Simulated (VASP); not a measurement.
Runs of VASP 6.6.1 on Be3Si. It takes space group I4/mmm (No. 139, tetragonal). Conventional cell: a = 3.411 Å, b = 3.411 Å, c = 6.846 Å, α = 90.00°, β = 90.00°, γ = 90.00°. Within 3.2 Å of Be (site symmetry -4m2) lie 8 Be at 2.41 to 2.42 Å and 4 Si at 2.42 Å. Be (site symmetry 4/mmm) has 4 Si at 2.41 Å and 8 Be at 2.42 Å within 3.2 Å. Si (site symmetry 4/mmm) has 12 Be at 2.41 to 2.42 Å within 3.2 Å. 

```tsv
level	potentials or basis	k mesh	smearing	gap on the mesh (eV)	pressure (GPa)
LDA	VASP PAW LDA potentials, release 64 (Be, Si)	7 × 7 × 7	gaussian 0.1 eV	none	-5.6
PBE	VASP PAW PBE potentials, release 64 (Be, Si)	3 × 3 × 4	gaussian 0.1 eV	none	-2.1
RPBE	VASP PAW PBE potentials, release 64 (Be, Si)	4 × 1 × 1, shifted	methfessel-paxton 0.36 eV	none	(a)
PBE	VASP PAW PBE potentials, release 64 (Be, Si)	6 × 6 × 6	fermi-dirac 0.136057 eV	none	-1.1
```

Alike in all rows: task single point; no spin polarisation; cell as given; cutoff (eV) 520.

Task: Fill in the values left out.

Result: (a) 0.3.

Caveats: all runs use coarse meshes; the PAW data sets were made with another functional, which shifts forces and pressure a little (some runs).

A gap of «none» marks levels without a gap at the run's occupations.
